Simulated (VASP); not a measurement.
A run of VASP 6.6.1 is set up as follows.

File INCAR:

```
PREC = Accurate ; ENCUT = 520
EDIFF = 1E-6 ; ISMEAR = -1
SIGMA = 0.15 ; LREAL = F
LASPH = T ; NELM = 150
ALGO = Normal ; ISIF = 2
LWAVE = F ; LCHARG = F
ISPIN = 2 ; MAGMOM = 0 1
LORBIT = 11 ; LMAXMIX = 4
GGA = CA ; NBANDS = 17
```

File KPOINTS:

```
regular mesh
0
Gamma
  7 7 7
```

File POSCAR:

```
BeNi
1.0
    2.5869995900      0.0000000000      0.0000000000
    0.0000000000      2.5869995900      0.0000000000
    0.0000000000      0.0000000000      2.5869995900
Be Ni
1 1
Direct
    0.0000000000      0.0000000000      0.0000000000
    0.5000000000      0.5000000000      0.5000000000
```

Potentials or basis: VASP PAW LDA potentials, release 64 (Be, Ni).

Launch:

```console
$ cat potpaw_LDA.64/Be/POTCAR potpaw_LDA.64/Ni/POTCAR > POTCAR
$ mpirun -np 1 vasp_std > vasp.out
```

Q: What does it give for the band gap on the k mesh?

A: Zero (filled and empty bands overlap).

Q: What does it give for the pressure?

A: -6.7 GPa.

Q: What does it give for the net moment?

A: 0.00 μB per cell.
